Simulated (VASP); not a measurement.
# TiO2 (C2/c) in VASP: settings compared, part 2 of 3

VASP 6.6.1. Earlier steps stand in the parts before.

**3. Relaxation of cell and atoms, LDA**

This run uses another cell than the first one, of 11.71 Å³/atom.

Contents of INCAR:

```
SYSTEM = TiO2
PREC = Accurate
ENCUT = 600
EDIFF = 1E-7
ISMEAR = -1
SIGMA = 0.05
LREAL = .False.
LASPH = .True.
NELM = 120
ALGO = Normal
ISIF = 3
LWAVE = .False.
LCHARG = .False.
GGA = CA
IBRION = 2
NSW = 60
EDIFFG = -0.01
GGA_COMPAT = .False.
NELMIN = 4
```

Contents of KPOINTS:

```
Automatic mesh
0
Gamma
  8 8 6
  0 0 0
```

Contents of POSCAR:

```
TiO2
1.0
    2.7060340000     -2.7066550000      0.0000000000
    2.7060340000      2.7066550000      0.0000000000
   -2.6335310000      0.0000000000      4.7966370000
Ti O
2 4
Direct
    0.8658900000      0.1341100000      0.7500000000
    0.1341100000      0.8658900000      0.2500000000
    0.0887550000      0.3312210000      0.1671490000
    0.9112450000      0.6687790000      0.8328510000
    0.6687790000      0.9112450000      0.3328510000
    0.3312210000      0.0887550000      0.6671490000
```

Potentials or basis: VASP PAW LDA potentials, release 64 (Ti_sv, O).

The run is started by

```bash
$ cat potpaw_LDA.64/Ti_sv/POTCAR potpaw_LDA.64/O/POTCAR > POTCAR
$ mpirun -np 1 vasp_std > vasp.out
```

Run time: 23 min. Hardware: 1 thread of Intel Xeon 6975P-C (Granite Rapids), shared host; peak memory 0.37 GiB.

Results (log left out):

```yaml
Free_energy: -58.8580 eV
Relaxed_volume: 11.05 Å³/atom
Relaxed_cell: a = 3.745 Å, b = 3.745 Å, c = 5.418 Å, α = 110.19°, β = 110.19°, γ = 90.01°
Space_group_after_relaxing_to_0.1_Å: I4_1/amd (No. 141)
Energy_gained_by_relaxing: 27.5 meV/atom
Ionic_steps: 20
Pressure_after_relaxing: 0.0 GPa
Largest_force_after_relaxing: 0.010 eV/Å
Band_gap_on_the_k_mesh: 2.09 eV (least direct gap 2.42 eV)
```

Forces on the atoms (eV/Å):
```
Ti   0.000  0.001  0.000
Ti   0.000 -0.001  0.000
O   -0.008 -0.004 -0.003
O    0.008  0.004  0.003
O    0.008 -0.004  0.003
O   -0.008  0.004 -0.003
```

Stress tensor (GPa, compression positive):
```
 0.07  0.00 -0.06
 0.00  0.06  0.00
-0.06  0.00  0.00
```

Step by step:
| step | energy change (eV) | largest force (eV/Å) | pressure (GPa) | volume (Å³) |
| --- | --- | --- | --- | --- |
| 1 | 0.0000 | 0.3147 | -12.13 | 70.26 |
| 2 | 0.1547 | 0.8429 | 21.27 | 61.63 |
| 3 | -0.1569 | 0.1336 | -0.36 | 66.50 |
| 4 | -0.1569 | 0.1350 | -0.09 | 66.43 |
| 5 | -0.1605 | 0.1073 | 0.07 | 66.28 |
| 6 | -0.1605 | 0.1077 | 0.07 | 66.28 |
| 7 | -0.1616 | 0.0760 | 0.04 | 66.29 |
| 8 | -0.1625 | 0.0533 | 0.00 | 66.31 |
| 9 | -0.1635 | 0.0169 | 0.01 | 66.32 |
| 10 | -0.1642 | 0.0526 | 0.03 | 66.33 |
| 11 | -0.1647 | 0.0213 | -0.08 | 66.36 |
| 12 | -0.1647 | 0.0210 | -0.08 | 66.36 |
| 13 | -0.1648 | 0.0207 | 0.15 | 66.30 |
| 14 | -0.1648 | 0.0214 | 0.16 | 66.30 |
| 15 | -0.1648 | 0.0206 | 0.14 | 66.31 |
| 16 | -0.1650 | 0.0191 | -0.01 | 66.35 |
| 17 | -0.1650 | 0.0193 | -0.07 | 66.37 |
| 18 | -0.1651 | 0.0151 | -0.05 | 66.36 |
| 19 | -0.1652 | 0.0186 | 0.02 | 66.33 |
| 20 | -0.1653 | 0.0100 | 0.04 | 66.32 |

Final structure:
```
Ti O
1.0
     2.64812   -2.64845   -0.01893
     2.64812    2.64845   -0.01893
    -2.61091    0.00000    4.74708
Ti O
2 4
Direct
  0.87497 0.12503 0.75000
  0.12503 0.87497 0.25000
  0.08367 0.33321 0.16642
  0.91633 0.66679 0.83358
  0.66679 0.91633 0.33358
  0.33321 0.08367 0.66642
```

Levels at points of the mesh, in eV from the valence-band top:
```csv
k point,band 20,band 21,band 22,band 23,band 24,band 25,band 26,band 27,band 28
"(0.00, 0.00, 0.00)",-0.75,-0.73,-0.73,-0.47,-0.47,2.09,2.89,4.10,4.10
"(0.50, 0.00, 0.00)",-2.05,-2.00,-1.00,-0.79,-0.62,3.30,3.64,3.66,3.77
"(0.50, 0.50, 0.00)",-2.71,-2.15,-2.14,0.00,0.00,3.42,3.43,3.94,3.94
"(0.00, 0.00, 0.50)",-1.36,-1.26,-1.26,-0.08,-0.08,2.48,2.48,3.87,3.87
"(0.50, 0.00, 0.50)",-2.05,-2.01,-1.00,-0.79,-0.62,3.30,3.63,3.66,3.77
"(0.50, 0.50, 0.50)",-2.72,-2.14,-2.14,0.00,0.00,3.42,3.42,3.94,3.94
```

A k mesh can miss the band edges.

**4. Single point, PBE+U**

This run uses another cell than the first one, of 11.71 Å³/atom.

Contents of INCAR:

```
SYSTEM = TiO2
PREC     = Accurate       ! precision mode
ENCUT    = 520            ! plane-wave cutoff, eV
EDIFF    = 1E-6           ! SCF threshold, eV
ISMEAR   = -1             ! smearing method
SIGMA    = 0.05           ! smearing width, eV
LREAL    = .FALSE.        ! projectors in reciprocal space
LASPH    = .TRUE.         ! aspherical terms in the spheres
NELM     = 150            ! most SCF steps
ALGO     = Normal         ! electronic algorithm
ISIF     = 2              ! what is computed and relaxed
LWAVE    = .FALSE.        ! write WAVECAR
LCHARG   = .TRUE.         ! write CHGCAR
LMAXMIX  = 4              ! l up to which the mixer works
LDAU     = .TRUE.         ! DFT+U
LDAUTYPE = 2            
LDAUL    = 2 -1           ! shell
LDAUU    = 8 0            ! U, eV
LDAUJ    = 0 0          
LDAUPRINT= 1            
GGA      = PE             ! functional
LELF     = .TRUE.         ! ELF
LVHAR    = .TRUE.       
NBANDS   = 33             ! bands
```

Contents of KPOINTS:

```
Automatic mesh
0
G
  8 8 6
  0 0 0
```

POSCAR is that of step 3.

Potentials or basis: VASP PAW PBE potentials, release 64 (Ti_sv, O).

The run is started by

```bash
$ cat potpaw_PBE.64/Ti_sv/POTCAR potpaw_PBE.64/O/POTCAR > POTCAR
$ mpirun -np 1 vasp_std > vasp.out
```

OUTCAR:

```text
SYSTEM = TiO2
   PREC = Accurate
   ENCUT = 520
   EDIFF = 1E-6
   ISMEAR = -1
   LREAL = .FALSE.
   LASPH = .TRUE.
   NELM = 150
   ISIF = 2
   GGA = PE

 ion  position               nearest neighbor table
   1  0.866  0.134  0.750-   4 1.93   6 1.93   6 1.98   4 1.98   3 2.00   5 2.00
   2  0.134  0.866  0.250-   5 1.93   3 1.93   5 1.98   3 1.98   6 2.00   4 2.00
   3  0.089  0.331  0.167-   2 1.93   2 1.98   1 2.00
   4  0.911  0.669  0.833-   1 1.93   1 1.98   2 2.00
   5  0.669  0.911  0.333-   2 1.93   2 1.98   1 2.00
   6  0.331  0.089  0.667-   1 1.93   1 1.98   2 2.00

  LATTYP: Found a base centered monoclinic cell.
 ALAT       =     5.4120680000
 B/A-ratio  =     1.0002294871
 C/A-ratio  =     1.0110809974
 COS(beta)  =    -0.4812705001

  Lattice vectors:

 A1 = (   2.7060340000,  -2.7066550000,   0.0000000000)
 A2 = (   2.7060340000,   2.7066550000,   0.0000000000)
 A3 = (  -2.6335310000,   0.0000000000,   4.7966370000)

Analysis of symmetry for initial positions (statically):
=====================================================================
 Subroutine PRICEL returns:
 Original cell was already a primitive cell.

 Routine SETGRP: Setting up the symmetry group for a
 base centered monoclinic supercell.

 Subroutine GETGRP returns: Found  4 space group operations
 (whereof  2 operations were pure point group operations)
 out of a pool of  4 trial point group operations.

The static configuration has the point symmetry S_2 .
 The point group associated with its full space group is C_2h.

Analysis of symmetry for dynamics (positions and initial velocities):
[... 221 lines left out ...]
  o =  0.0870  v =  0.0000  0.0000  0.0000  0.0000  0.0000  0.0000  0.0000  0.0012  0.3353  0.9421      0.0000  0.0000  0.0000  0.0000  0.0000  0.0000  0.0000  0.0000  0.0000  0.0000
  o =  0.2380  v =  0.0000 -0.0000  1.0000  0.0028 -0.0022  0.0000  0.0000  0.0000  0.0000  0.0000      0.0000  0.0000  0.0000  0.0000  0.0000  0.0000  0.0000  0.0000  0.0000  0.0000
  o =  0.2380  v =  0.0000  0.0000  0.0000  0.0000  0.0000  0.0000 -0.0000  1.0000  0.0028 -0.0022      0.0000  0.0000  0.0000  0.0000  0.0000  0.0000  0.0000  0.0000  0.0000  0.0000
  o =  0.2384  v = -0.9994 -0.0353 -0.0000 -0.0000  0.0000  0.0000  0.0000  0.0000  0.0000  0.0000      0.0000  0.0000  0.0000  0.0000  0.0000  0.0000  0.0000  0.0000  0.0000  0.0000
  o =  0.2384  v =  0.0000  0.0000  0.0000  0.0000  0.0000 -0.9994 -0.0353 -0.0000 -0.0000  0.0000      0.0000  0.0000  0.0000  0.0000  0.0000  0.0000  0.0000  0.0000  0.0000  0.0000

 number of electron      47.9999995 magnetization

 Free energy of the ion-electron system (eV)
  ---------------------------------------------------
  ext. energy  EPLUGINS =         0.00000000
  ---------------------------------------------------
  free energy    TOTEN  =       -43.51903397 eV

  energy without entropy =      -43.51903397  energy(sigma->0) =      -43.51903397

 E-fermi :   4.8070     XC(G=0): -10.6154

 val. band max:        3.6072488397   @ k =   0.5000   0.5000   0.0000
 cond. band min:       6.8767985187   @ k =   0.0000   0.0000   0.0000
 fundamental gap:      3.2695496790
 Fermi energy:         4.8069548057

 k-point     1 :       0.0000    0.0000    0.0000
  band No.  band energies     occupation
      1     -54.9234      2.00000
      2     -54.8756      2.00000
      3     -31.2297      2.00000
      4     -31.0367      2.00000
      5     -31.0359      2.00000
      6     -30.9830      2.00000
[... 853 lines left out ...]
     32       9.3558      0.00000
     33       9.6529      0.00000

 [... further k-points ...]

------------------------ aborting loop because EDIFF is reached ----------------------------------------

  FORCE on cell =-STRESS in cart. coord.  units (eV):
  Direction    XX          YY          ZZ          XY          YZ          ZX
  --------------------------------------------------------------------------------------
  -------------------------------------------------------------------------------------
  Total        5.9521648      5.8912792      4.9877011      0.0000000      0.0000000      0.3628959
  in kB      135.7227119    134.3343831    113.7307763      0.0000000      0.0000000      8.2748413
  external PRESSURE =     127.9292904 kB  Pullay stress =       0.0000000 kB

 VOLUME and BASIS-vectors are now :
 -----------------------------------------------------------------------------
  energy-cutoff  :      520.00
  volume of cell :       70.26
      direct lattice vectors                 reciprocal lattice vectors
     2.706034000 -2.706655000  0.000000000     0.184772253 -0.184729860  0.101446796
     2.706034000  2.706655000  0.000000000     0.184772253  0.184729860  0.101446796
    -2.633531000  0.000000000  4.796637000     0.000000000  0.000000000  0.208479399

 POSITION                                       TOTAL-FORCE (eV/Angst)
 -----------------------------------------------------------------------------------
      0.73089     -1.98068      3.59748         0.000000     -0.445604      0.000000
      2.04765      1.98068      1.19916        -0.000000      0.445604      0.000000
      0.69628      0.65627      0.80175        -0.169963     -0.138677      0.110658
      2.08226     -0.65627      3.99488         0.169963      0.138677     -0.110658
      3.39903      0.65627      1.59657         0.169963     -0.138677     -0.110658
     -0.62049     -0.65627      3.20007        -0.169963      0.138677      0.110658
 -----------------------------------------------------------------------------------
    total drift:                               -0.000000      0.000000     -0.000000

  FREE ENERGIE OF THE ION-ELECTRON SYSTEM (eV)
  ---------------------------------------------------
  free  energy   TOTEN  =       -43.5190339735 eV

  energy  without entropy=      -43.5190339735  energy(sigma->0) =      -43.51903397
```

stdout:

```text
POSCAR found type information on POSCAR TiO
 POSCAR found :  2 types and       6 ions
 scaLAPACK will be used
 LDA part: xc-table for (Slater+PW92), standard interpolation
 POSCAR, INCAR and KPOINTS ok, starting setup
 FFT: planning ... GRIDC
 FFT: planning ... GRID_SOFT
 FFT: planning ... GRID
 WAVECAR not read
 entering main loop
```

Run time: 2.1 min. Hardware: 1 thread of Intel Xeon 6975P-C (Granite Rapids), shared host; peak memory 0.32 GiB.

What came out:

| Property | Result |
| --- | --- |
| Free energy | -43.5190 eV |
| Pressure | 12.8 GPa |
| Largest force | 0.446 eV/Å |
| Band gap on the k mesh | 3.27 eV (least direct gap 3.66 eV) |

Forces in eV/Å, atoms in the order of the input:
```
Ti   0.000 -0.446  0.000
Ti   0.000  0.446  0.000
O   -0.170 -0.139  0.111
O    0.170  0.139 -0.111
O    0.170 -0.139 -0.111
O   -0.170  0.139  0.111
```

Stress tensor (GPa, compression positive):
```
13.57  0.00  0.83
 0.00 13.43  0.00
 0.83  0.00 11.37
```

Eigenvalues of the final occupation matrices:
```csv
site,spin,trace,eigenvalues
site 1 d,1,0.73,0.08 0.08 0.09 0.24 0.24
site 1 d,2,0.73,0.08 0.08 0.09 0.24 0.24
site 2 d,1,0.73,0.08 0.08 0.09 0.24 0.24
site 2 d,2,0.73,0.08 0.08 0.09 0.24 0.24
```

Caveat: the cell stands under pressure.

(Part 2 of 3 ends here.)
